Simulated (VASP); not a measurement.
Write the native input for VASP 6.6.1 that does the following.

| Item | Value |
| --- | --- |
| Task | single point |
| Functional | r2SCAN |
| Potentials or basis | VASP PAW PBE potentials, release 64 (Ti_sv, Al) |
| Cutoff | 520 eV |
| k mesh | 12 × 12 × 12 |
| Occupations | gaussian, width 0.15 eV |
| Spin | no spin polarisation |
| Dipole correction | no |
| Further INCAR settings | ALGO = Normal; EDIFF = 1e-06; NBANDS = 18 |

The system is TiAl3.

```
Ti Al
1.0
     3.83700    0.00000    0.00000
     0.00000    3.83700    0.00000
     0.00000    0.00000    3.89634
Ti Al
1 3
Direct
  0.00000 0.00000 0.00000
  0.50000 0.50000 0.00000
  0.50000 0.00000 0.50000
  0.00000 0.50000 0.50000
```

This cell differs from its parent crystal: strain -0.030 along x and y, -0.015 along z.

One way to write it, as run:

POSCAR

```
TiAl3
1.0
    3.8370011125      0.0000000000      0.0000000000
    0.0000000000      3.8370011125      0.0000000000
    0.0000000000      0.0000000000      3.8963361812
Ti Al
1 3
Direct
    0.0000000000      0.0000000000      0.0000000000
    0.5000000000      0.5000000000      0.0000000000
    0.5000000000      0.0000000000      0.5000000000
    0.0000000000      0.5000000000      0.5000000000
```

INCAR.step1

```
ALGO     = Normal         # electronic algorithm
EDIFF    = 1E-4           # SCF threshold, eV
ENCUT    = 520            # plane-wave cutoff, eV
GGA      = PE             # functional
ISMEAR   = 0              # smearing method
LASPH    = T              # aspherical terms in the spheres
LCHARG   = F              # write CHGCAR
LREAL    = F              # projectors in reciprocal space
LWAVE    = T              # write WAVECAR
NBANDS   = 18             # bands
NELM     = 60             # most SCF steps
PREC     = Accurate       # precision mode
SIGMA    = 0.15           # smearing width, eV
```

INCAR.step2

```
ALGO     = Normal         # electronic algorithm
EDIFF    = 1E-6           # SCF threshold, eV
ENCUT    = 520            # plane-wave cutoff, eV
ISIF     = 2              # what is computed and relaxed
ISMEAR   = 0              # smearing method
ISTART   = 1            
LASPH    = T              # aspherical terms in the spheres
LCHARG   = F              # write CHGCAR
LMIXTAU  = T            
LREAL    = F              # projectors in reciprocal space
LWAVE    = F              # write WAVECAR
METAGGA  = R2SCAN         # meta-GGA
NBANDS   = 18             # bands
NELM     = 60             # most SCF steps
PREC     = Accurate       # precision mode
SIGMA    = 0.15           # smearing width, eV
```

KPOINTS

```
k-points
0
Gamma
  12 12 12
```

Potentials or basis: VASP PAW PBE potentials, release 64 (Ti_sv, Al).

Run with:

```console
$ cat potpaw_PBE.64/Ti_sv/POTCAR potpaw_PBE.64/Al/POTCAR > POTCAR
$ cp INCAR.step1 INCAR
$ mpirun -np 1 vasp_std > vasp.out
$ cp INCAR.step2 INCAR
$ mpirun -np 1 vasp_std > vasp.out
```

It gave:

```
Pressure               : 10.2 GPa
Band gap on the k mesh : zero (an odd number of electrons rules out a gap without spin polarisation)
```

Caveat: the cell differs from its parent crystal (strain -0.030 along x and y, -0.015 along z); the cell stands under pressure; the PAW data sets were made with another functional, which shifts forces and pressure a little.

It took 6 min on 1 thread of AMD EPYC 9R45 96-Core Processor (Zen 5), on a shared host, peak memory 0.29 GiB.
